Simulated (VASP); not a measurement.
MgO, 2 atoms in the cell. It takes space group Pm-3m (No. 221, cubic). The conventional cell has a = 2.623 Å, b = 2.623 Å, c = 2.623 Å, α = 90.00°, β = 90.00°, γ = 90.00°. Within 3.0 Å of Mg (site symmetry m-3m) lie 8 O at 2.27 Å and 6 Mg at 2.62 Å. O (site symmetry m-3m) has 8 Mg at 2.27 Å and 6 O at 2.62 Å within 3.0 Å. 

```yaml
Program: VASP 6.6.1
Task: single point
Functional: r2SCAN
Potentials_or_basis: VASP PAW PBE potentials, release 64 (Mg_sv, O)
Cutoff: 920 eV
k_mesh: 10 × 10 × 10
Occupations: gaussian, width 0.01 eV
Spin: no spin polarisation
Dipole_correction: no
Further_INCAR_settings: ALGO = Normal; EDIFF = 1e-06; NBANDS = 15
```

Potentials or basis: VASP PAW PBE potentials, release 64 (Mg_sv, O).

Command:

```console
$ cat potpaw_PBE.64/Mg_sv/POTCAR potpaw_PBE.64/O/POTCAR > POTCAR
$ cp INCAR.step1 INCAR
$ mpirun -np 1 vasp_std > vasp.out
$ cp INCAR.step2 INCAR
$ mpirun -np 1 vasp_std > vasp.out
```

Hardware: 1 thread of Intel(R) Xeon(R) Platinum 8488C (Sapphire Rapids), on a shared host.

Question: How long does it take, and how much memory?

Answer: Wall time 87 s on 1 thread of Intel(R) Xeon(R) Platinum 8488C (Sapphire Rapids), with other jobs on the host, peak memory 0.18 GiB. Counts: k points 56.
